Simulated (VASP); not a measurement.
A run of VASP 6.6.1:

The input INCAR:

```
ALGO = Normal
EDIFF = 1E-7
ENCUT = 520
GGA = PE
ISIF = 2
ISMEAR = 0
LASPH = T
LCHARG = F
LREAL = F
LWAVE = F
NBANDS = 11
NELM = 60
PREC = Accurate
SIGMA = 0.02
```

The input KPOINTS:

```
k-points
0
Gamma
  12 12 12
```

Contents of POSCAR:

```
BN
1.0
    0.0000000000      3.5904233737      2.2464099032
    1.2543105927      0.0000000000      2.2464099032
    1.2543105927      3.5904233737      0.0000000000
B N
1 1
Direct
   -0.0138011821     -0.0138011821      1.0138011821
    0.6805011721      0.6805011721      0.3194988279
```

Potentials or basis: VASP PAW PBE potentials, release 64 (B, N).

Run with:

```sh
$ cat potpaw_PBE.64/B/POTCAR potpaw_PBE.64/N/POTCAR > POTCAR
$ mpirun -np 1 vasp_std > vasp.out
```

Hardware: 1 thread of Intel Xeon 8259CL, with other jobs on the host.

Problem. How long does it take, and how much memory?

Solution. Wall time 98 s on 1 thread of Intel Xeon 8259CL, on a shared host, peak memory 0.19 GiB. Counts: scf iterations 14, k points 280.
